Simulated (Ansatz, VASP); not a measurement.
AlRu in VASP and in Ansatz

File INCAR:

```
PREC = Accurate
ENCUT = 520
EDIFF = 1E-7
ISMEAR = 0
SIGMA = 0.1
LREAL = False
LASPH = True
NELM = 100
ALGO = Normal
ISIF = 2
LWAVE = False
LCHARG = True
GGA = PS
LELF = True
LVHAR = True
NBANDS = 16
```

Contents of KPOINTS:

```
regular mesh
0
Gamma
  12 12 12
```

POSCAR

```
AlRu
1.0
    2.9916000000      0.0000000000      0.0000000000
    0.0000000000      2.9916000000      0.0000000000
    0.0000000000      0.0000000000      2.9916000000
Al Ru
1 1
Direct
    0.0000000000      0.0000000000      0.1253509828
    0.5000000000      0.5000000000      0.5000000000
```

Input for Ansatz:

```yaml
crystal:
  lattice:
    - [2.9916, 0.0, 0.0]
    - [0.0, 2.9916, 0.0]
    - [0.0, 0.0, 2.9916]
  atoms:
    - { symbol: Al, position: [0.0, 0.0, 0.1253509828] }
    - { symbol: Ru, position: [0.5, 0.5, 0.5] }
basis:
  ecutwfc: 420
kpoints:
  mp_grid: { grid: [12, 12, 12] }
hamiltonian:
  xc: pbesol
scf:
  occupations: { method: gaussian, width: 0.1 }
output:
  forces: true
  stress: true
  eigenvalues: true
```

Change from the starting cell: one atom moved.

Alike in both runs: task single point; functional PBEsol; k mesh 12 × 12 × 12; occupations gaussian, width 0.1 eV; no spin polarisation.

|  | VASP | Ansatz |
| --- | --- | --- |
| version | VASP 6.6.1 | Ansatz 0.2.0 |
| potentials or method | VASP PAW PBE potentials, release 64 (Al, Ru_pv), cutoff 520 eV | scalar-relativistic, plane waves, PAW |
| valence electrons in the cell | 17 | 19 |

|  | VASP | Ansatz | Ansatz less VASP |
| --- | --- | --- | --- |
| gap on the k mesh at the Fermi level (eV) | none | none | - |
| pressure (GPa) | 7.0 | 6.9 | -0.15 |
| traceless stress, the component that is largest in VASP (GPa) | -7.29 | -7.18 | +0.110 |
| rms of the force components (eV/Å) | 1.607 | 1.593 | -0.0135 |

VASP's potentials were made for PBE, not for PBEsol. Atom by atom the forces differ by 0.013 eV/Å (rms over components). A gap of «none» marks a metal or a gap that the smearing closes. With one functional, cell and mesh, what is left measures potentials, basis and numerics. VASP's potentials hold 17 valence electrons a cell and Ansatz's 19, so a difference there can come from the potentials and not from the codes.
